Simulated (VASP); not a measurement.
A run of VASP 6.6.1:

INCAR

```
PREC     = Accurate       # precision mode
ENCUT    = 520            # plane-wave cutoff, eV
EDIFF    = 1E-6           # SCF threshold, eV
ISMEAR   = 0              # smearing method
SIGMA    = 0.1            # smearing width, eV
LREAL    = F              # projectors in reciprocal space
LASPH    = T              # aspherical terms in the spheres
NELM     = 80             # most SCF steps
ALGO     = Fast           # electronic algorithm
ISIF     = 2              # what is computed and relaxed
LWAVE    = F              # write WAVECAR
LCHARG   = T              # write CHGCAR
GGA      = PE             # functional
LELF     = T              # ELF
LVHAR    = T            
NBANDS   = 48             # bands
```

The input KPOINTS:

```
Automatic mesh
0
Gamma
  4 4 4
```

POSCAR

```
CuW2
1.0
    4.6172482979      0.0000000000      0.0000000000
    0.0000000000      7.9871353099      0.0000000000
    0.0000000000      0.0000000000      2.6763976573
Cu W
2 4
Direct
    0.5000000000      0.0000000000      0.5000000000
    0.0000000000      0.5000000000      0.5000000000
    0.0000016735      0.1663299414      0.5000000000
    0.5000016735      0.3336700586      0.5000000000
    0.4999983265      0.6663299414      0.5000000000
    0.9999983265      0.8336700586      0.5000000000
```

Potentials or basis: VASP PAW PBE potentials, release 64 (Cu, W_sv).

Command:

```console
$ cat potpaw_PBE.64/Cu/POTCAR potpaw_PBE.64/W_sv/POTCAR > POTCAR
$ mpirun -np 1 vasp_std > vasp.out
```

Hardware: 1 thread of Intel(R) Xeon(R) 6975P-C (Granite Rapids) (shared host).

Task: Estimate the wall time of this run.

Result: Run time: 74 s on 1 thread of Intel(R) Xeon(R) 6975P-C (Granite Rapids), on a shared host, peak memory 0.26 GiB. Counts: scf iterations 22, k points 27.
